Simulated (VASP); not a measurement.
# TiB2 (P6/mmm) in VASP: notebook, part 3 of 3

VASP 6.6.1. The steps go on from the part before.

## (6) Relaxation of cell and atoms, BLYP+D4

This run uses another cell than the first one, of 8.55 Å³/atom, 1.035 times its volume.

Input file INCAR:

```
PREC = Accurate
ENCUT = 600
EDIFF = 1E-7
ISMEAR = -1
SIGMA = 0.05
LREAL = False
LASPH = True
NELM = 60
ALGO = Normal
ISIF = 3
LWAVE = False
LCHARG = False
GGA = B5
ALDAX = 1.0
AGGAX = 1.0
AGGAC = 1.0
ALDAC = 0.0
IVDW = 13
VDW_S6 = 1.0
VDW_S8 = 2.34076671
VDW_A1 = 0.44488865
VDW_A2 = 4.0933009
IBRION = 2
NSW = 60
EDIFFG = -0.01
```

Input file KPOINTS:

```
Automatic mesh
0
Gamma
  10 10 8
```

Input file POSCAR:

```
TiB2
1.0
    3.0292000000      0.0000000000      0.0000000000
   -1.5146000000      2.6233641531      0.0000000000
    0.0000000000      0.0000000000      3.2284000000
Ti B
1 2
Direct
    0.0000000000      0.0000000000      0.0000000000
    0.6666666667      0.3333333333      0.5000000000
    0.3333333333      0.6666666667      0.5000000000
```

Potentials or basis: VASP PAW PBE potentials, release 64 (Ti_sv, B).

On the command line:

```
$ cat potpaw_PBE.64/Ti_sv/POTCAR potpaw_PBE.64/B/POTCAR > POTCAR
$ mpirun -np 1 vasp_std > vasp.out
```

OUTCAR:

```text
PREC = Accurate
   ENCUT = 600
   EDIFF = 1E-7
   ISMEAR = -1
   LREAL = False
   LASPH = True
   NELM = 60
   ISIF = 3
   GGA = B5
   IVDW = 13
   IBRION = 2
   NSW = 60
   EDIFFG = -0.01

 ion  position               nearest neighbor table
   1  0.000  0.000  0.000-   2 2.38   3 2.38   2 2.38   3 2.38   3 2.38   3 2.38   2 2.38   2 2.38
                             2 2.38   2 2.38   3 2.38   3 2.38
   2  0.667  0.333  0.500-   3 1.75   3 1.75   3 1.75   1 2.38   1 2.38   1 2.38   1 2.38   1 2.38
                             1 2.38
   3  0.333  0.667  0.500-   2 1.75   2 1.75   2 1.75   1 2.38   1 2.38   1 2.38   1 2.38   1 2.38
                             1 2.38

  LATTYP: Found a hexagonal cell.
 ALAT       =     3.0292000000
 C/A-ratio  =     1.0657599366

  Lattice vectors:

 A1 = (   3.0292000000,   0.0000000000,   0.0000000000)
 A2 = (  -1.5146000000,   2.6233641531,   0.0000000000)
 A3 = (   0.0000000000,   0.0000000000,   3.2284000000)

Analysis of symmetry for initial positions (statically):
=====================================================================
 Subroutine PRICEL returns:
 Original cell was already a primitive cell.

 Routine SETGRP: Setting up the symmetry group for a
 hexagonal supercell.

 Subroutine GETGRP returns: Found 24 space group operations
 (whereof 24 operations were pure point group operations)
 out of a pool of 24 trial point group operations.

The static configuration has the point symmetry D_6h.

Analysis of symmetry for dynamics (positions and initial velocities):
=====================================================================
 Subroutine PRICEL returns:
 Original cell was already a primitive cell.

 Routine SETGRP: Setting up the symmetry group for a
 hexagonal supercell.

 Subroutine GETGRP returns: Found 24 space group operations
 (whereof 24 operations were pure point group operations)
 out of a pool of 24 trial point group operations.

The dynamic configuration has the point symmetry D_6h.

 Subroutine INISYM returns: Found 24 space group operations
 (whereof 24 operations are pure point group operations),
 and found     1 'primitive' translations

----------------------------------------------------------------------------------------
[... 112 lines left out ...]
   IALGO  =     38    algorithm
   IMIX   =      4    mixing-type and parameters
     AMIX     =   0.40;   BMIX     =  1.00
     AMIX_MAG =   1.60;   BMIX_MAG =  1.00
  volume/ion in A,a.u.               =       8.55        57.71
  Fermi-wavevector in a.u.,A,eV,Ry     =   1.454703  2.748990 28.792122  2.116161
  Thomas-Fermi vector in A             =   2.571823
   LORBIT       =      0    0 simple, 1 ext, 2 COOP (PROOUT), +10 PAW based schemes
   GGA     = B5    functional components
   LHFCALC =     F    Hartree Fock is set to
   AEXX    =    0.0000 exact exchange contribution
   IVDW    =    13    specifies the selected vdW correction
   LEPSILON=     F    determine dielectric tensor
   LRPA    =     F    only Hartree local field effects (RPA)
 conjugate gradient relaxation of ions
 non-spin polarized calculation
  energy-cutoff  :      600.00
  volume of cell :       25.66
 maximum number of plane-waves:       878
   NGX = 13   NGY = 13   NGZ = 13

--------------------------------------- Ionic step        1  -------------------------------------------

 number of electron      18.0000002 magnetization

 Free energy of the ion-electron system (eV)
  ---------------------------------------------------
  ext. energy  EPLUGINS =         0.00000000
  ---------------------------------------------------
  free energy    TOTEN  =       -21.72939001 eV

  energy without entropy =      -21.72280254  energy(sigma->0) =      -21.72609627

------------------------ aborting loop because EDIFF is reached ----------------------------------------

  DFT-D4 for vdW energy calculation

  Edisp (eV):   -1.97448
[... 155 lines left out ...]
--------------------------------------- Ionic step        5  -------------------------------------------

 number of electron      18.0000005 magnetization

 Free energy of the ion-electron system (eV)
  ---------------------------------------------------
  ext. energy  EPLUGINS =         0.00000000
  ---------------------------------------------------
  free energy    TOTEN  =       -21.66871859 eV

  energy without entropy =      -21.66211926  energy(sigma->0) =      -21.66541893

 E-fermi :  10.7390     XC(G=0): -12.2951

 val. band max:       10.7377333962   @ k =   0.1000  -0.0000   0.3750
 cond. band min:      10.7458213356   @ k =   0.3000   0.2000   0.0000
 fundamental gap:      0.0080879394
 Fermi energy:        10.7390445192

 k-point     1 :       0.0000    0.0000    0.0000
  band No.  band energies     occupation
      1     -45.9586      2.00000
      2     -22.4627      2.00000
      3     -22.1402      2.00000
      4     -22.1402      2.00000
      5      -2.7145      2.00000
      6       8.0823      2.00000
      7       8.0823      2.00000
      8       8.5401      2.00000
      9       8.7525      2.00000
     10      12.6969      0.00000
     11      12.6969      0.00000
     12      14.4621      0.00000
     13      14.4621      0.00000
[... 354 lines left out ...]
  band No.  band energies     occupation
      1     -45.8935      2.00000
      2     -22.5561      2.00000
      3     -22.4144      2.00000
      4     -22.2632      2.00000
      5       0.9658      2.00000
      6       2.3991      2.00000
      7       6.3776      2.00000
      8       7.6409      2.00000
      9       9.0844      2.00000
     10      11.9655      0.00000
     11      13.3208      0.00000
     12      13.6458      0.00000
     13      15.3421      0.00000

 [... further k-points ...]

------------------------ aborting loop because EDIFF is reached ----------------------------------------

  DFT-D4 for vdW energy calculation

  Edisp (eV):   -2.05608
[... 26 lines left out ...]
  FREE ENERGIE OF THE ION-ELECTRON SYSTEM (eV)
  ---------------------------------------------------
  free  energy   TOTEN  =       -23.7247990020 eV

  energy  without entropy=      -23.7181996709  energy(sigma->0) =      -23.72149934

 reached required accuracy - stopping structural energy minimisation
```

CONTCAR:

```text
TiB2
   1.00000000000000
     2.9980746606459365   -0.0000000000000000   -0.0000000000000000
    -1.4990373303229683    2.5964088185193237   -0.0000000000000000
    -0.0000000000000000    0.0000000000000000    3.1881586785350731
  Ti              B
     1     2
Direct
     0.0000000000000000    1.0000000000000000    0.0000000000000000
     0.6666666667000030    0.3333333332999970    0.5000000000000000
     0.3333333332999970    0.6666666667000030    0.5000000000000000

  0.00000000E+00  0.00000000E+00  0.00000000E+00
  0.00000000E+00  0.00000000E+00  0.00000000E+00
  0.00000000E+00  0.00000000E+00  0.00000000E+00
```

Wall time 3.2 min (1 thread of Intel Xeon Platinum 8259CL at 2.50GHz (Skylake/Cascade Lake), shared host); peak memory 0.16 GiB.

What came out:

```
Free energy                            : -23.7248 eV
Relaxed volume                         : 8.27 Å³/atom
Relaxed cell                           : a = 2.998 Å, b = 2.998 Å, c = 3.188 Å, α = 90.00°, β = 90.00°, γ = 120.00°
Space group after relaxing (to 0.05 Å) : P6/mmm (No. 191)
Energy gained by relaxing              : 7.0 meV/atom
Ionic steps                            : 5
Pressure after relaxing                : 0.1 GPa
Band gap on the k mesh                 : zero (band 9 reaches 11.23 eV, above the bottom of band 10 at 10.61 eV)
Dispersion energy per atom             : -0.685 eV
```

The path:
| step | energy change (eV) | largest force (eV/Å) | pressure (GPa) | volume (Å³) |
| --- | --- | --- | --- | --- |
| 1 | 0.0000 | 0.0000 | -7.96 | 25.66 |
| 2 | -0.0015 | 0.0000 | 8.37 | 24.11 |
| 3 | -0.0206 | 0.0000 | -0.09 | 24.85 |
| 4 | -0.0206 | 0.0000 | 0.06 | 24.84 |
| 5 | -0.0209 | 0.0000 | 0.12 | 24.82 |

Final structure:
```cif
data_structure
_symmetry_space_group_name_H-M 'P 1'
_symmetry_Int_Tables_number 1
_cell_length_a 2.9981
_cell_length_b 2.9981
_cell_length_c 3.1882
_cell_angle_alpha 90.000
_cell_angle_beta 90.000
_cell_angle_gamma 120.000
_cell_volume 24.82
loop_
_atom_site_label
_atom_site_type_symbol
_atom_site_fract_x
_atom_site_fract_y
_atom_site_fract_z
_atom_site_occupancy
Ti1 Ti 0.00000 0.00000 0.00000 1
B1 B 0.66667 0.33333 0.50000 1
B2 B 0.33333 0.66667 0.50000 1
```

Caveat: the PAW data sets were made with another functional, which shifts forces and pressure a little; pairwise dispersion overbinds metals, which lowers pressure and volume.

## (7) The runs side by side

| task | level | cell | cutoff (eV) | smearing | gap on the mesh (eV) | pressure (GPa) | relaxed volume (Å³/atom) |
| --- | --- | --- | --- | --- | --- | --- | --- |
| single point | BLYP+D4 | a = 2.998, b = 2.998, c = 3.186 Å, angles 90.0, 90.0, 120.0°, 3 atoms | 520 | fermi-dirac 0.05 eV | none | 0.4 | - |
| single point | PBE | a = 3.029, b = 3.029, c = 3.228 Å, angles 90.0, 90.0, 120.0°, 3 atoms | 520 | gaussian 0.029 eV | none | 0.6 | - |
| single point | PBE | a = 3.029, b = 3.029, c = 3.228 Å, angles 90.0, 90.0, 120.0°, 3 atoms | 520 | gaussian 0.03 eV | none | 0.6 | - |
| relaxation of cell and atoms | BLYP+D3(BJ) | relaxed from a = 3.029, b = 3.029, c = 3.228 Å, angles 90.0, 90.0, 120.0°, 3 atoms | 600 | fermi-dirac 0.05 eV | none | 0.0 | 8.19 |
| relaxation of cell and atoms | BLYP+D4 | relaxed from a = 3.029, b = 3.029, c = 3.228 Å, angles 90.0, 90.0, 120.0°, 3 atoms | 600 | fermi-dirac 0.05 eV | none | 0.1 | 8.27 |

Alike in all rows: potentials or basis VASP PAW PBE potentials, release 64 (Ti_sv, B); no spin polarisation; k mesh 10 × 10 × 8.

Caveats: the PAW data sets were made with another functional, which shifts forces and pressure a little (some runs); pairwise dispersion overbinds metals, which lowers pressure and volume (some runs).

Absolute energies hang on the potentials; compare differences alone.
